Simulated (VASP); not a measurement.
Set up this calculation in VASP 6.6.1, as the native input.

```yaml
Task: single point
Functional: LDA
Potentials_or_basis: VASP PAW LDA potentials, release 64 (Ba_sv)
Cutoff: 520 eV
k_mesh: 14 × 14 × 8
Occupations: gaussian, width 0.15 eV
Spin: no spin polarisation
Dipole_correction: no
Further_INCAR_settings: ALGO = Fast; EDIFF = 1e-07; NBANDS = 11
```

The structure of Ba lies in POSCAR:

```
Ba
1.0
    2.0527500000     -3.8325000000      0.0000000000
    2.0527500000      3.8325000000      0.0000000000
    0.0000000000      0.0000000000      5.7000000000
Ba
1
Direct
    0.0000000000      0.0000000000      0.0000000000
```

This cell differs from its parent crystal: strain +0.050 along x and y, +0.000 along z.

These files were run (other wordings do the same):

INCAR

```
SYSTEM = Ba
ALGO = Fast
EDIFF = 1E-7
ENCUT = 520
GGA = CA
ISIF = 2
ISMEAR = 0
LASPH = .True.
LCHARG = .False.
LREAL = .False.
LWAVE = .False.
NBANDS = 11
NELM = 100
PREC = Accurate
SIGMA = 0.15
```

KPOINTS

```
k-points
0
Gamma
  14 14 8
  0 0 0
```

Potentials or basis: VASP PAW LDA potentials, release 64 (Ba_sv).

Launch:

```bash
$ cat potpaw_LDA.64/Ba_sv/POTCAR > POTCAR
$ mpirun -np 1 vasp_std > vasp.out
```

Results of the run:

* Pressure: -0.9 GPa
* Band gap on the k mesh: zero (band 5 reaches 0.95 eV, above the bottom of band 6 at 0.18 eV)

Caveat: the cell differs from its parent crystal (strain +0.050 along x and y, +0.000 along z); spin-orbit coupling is left out, which moves the levels of the heavy elements.

Wall time 100 s on 1 thread of Intel(R) Xeon(R) 6975P-C (Granite Rapids), with other jobs on the host, peak memory 0.38 GiB.
